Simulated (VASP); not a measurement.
A run of VASP 6.6.1 is set up as follows.

The input INCAR:

```
SYSTEM = CaSc2N2
PREC     = Accurate       ! precision mode
ENCUT    = 600            ! plane-wave cutoff, eV
EDIFF    = 1E-6           ! SCF threshold, eV
ISMEAR   = 0              ! smearing method
SIGMA    = 0.01           ! smearing width, eV
LREAL    = .False.        ! projectors in reciprocal space
LASPH    = .True.         ! aspherical terms in the spheres
NELM     = 60             ! most SCF steps
ALGO     = Normal         ! electronic algorithm
ISIF     = 3              ! what is computed and relaxed
LWAVE    = .False.        ! write WAVECAR
LCHARG   = .False.        ! write CHGCAR
GGA      = PE             ! functional
IBRION   = 2              ! ionic algorithm
NSW      = 100            ! ionic steps
EDIFFG   = -0.01          ! ionic threshold
```

KPOINTS

```
regular mesh
0
Gamma
  12 12 4
  0 0 0
```

The input POSCAR:

```
CaSc2N2
1.0
    3.3272060220      0.0000000000      0.0000000000
   -1.6636030110      2.8814449387      0.0000000000
    0.0000000000      0.0000000000      8.2846064524
Ca Sc N
1 2 2
Direct
    0.0000000000      0.0000000000      0.0000000000
    0.3333333333      0.6666666667      0.6816217679
    0.6666666667      0.3333333333      0.3183782321
    0.3333333333      0.6666666667      0.1978936548
    0.6666666667      0.3333333333      0.8021063452
```

Potentials or basis: VASP PAW PBE potentials, release 64 (Ca_sv, Sc_sv, N).

Launch:

```bash
$ cat potpaw_PBE.64/Ca_sv/POTCAR potpaw_PBE.64/Sc_sv/POTCAR potpaw_PBE.64/N/POTCAR > POTCAR
$ mpirun -np 1 vasp_std > vasp.out
```

Question: Predict the band gap on the k mesh.

Answer: 0.17 eV (least direct gap 0.34 eV).

Question: Predict the space group after relaxing (to 0.1 Å).

Answer: P-3m1 (No. 164).

Question: Predict the relaxed volume.

Answer: 15.94 Å³/atom.

Final structure:
```
CELL_PARAMETERS angstrom
3.32869 0.00000 0.00000
-1.66434 2.88273 0.00000
0.00000 0.00000 8.30835
ATOMIC_POSITIONS crystal
Ca 0.00000 0.00000 0.00000
Sc 0.33333 0.66667 0.68140
Sc 0.66667 0.33333 0.31860
N 0.33333 0.66667 0.19788
N 0.66667 0.33333 0.80212
```

Caveat: semilocal functionals underestimate gaps, and a narrow one can read as zero. A k mesh can miss the band edges.
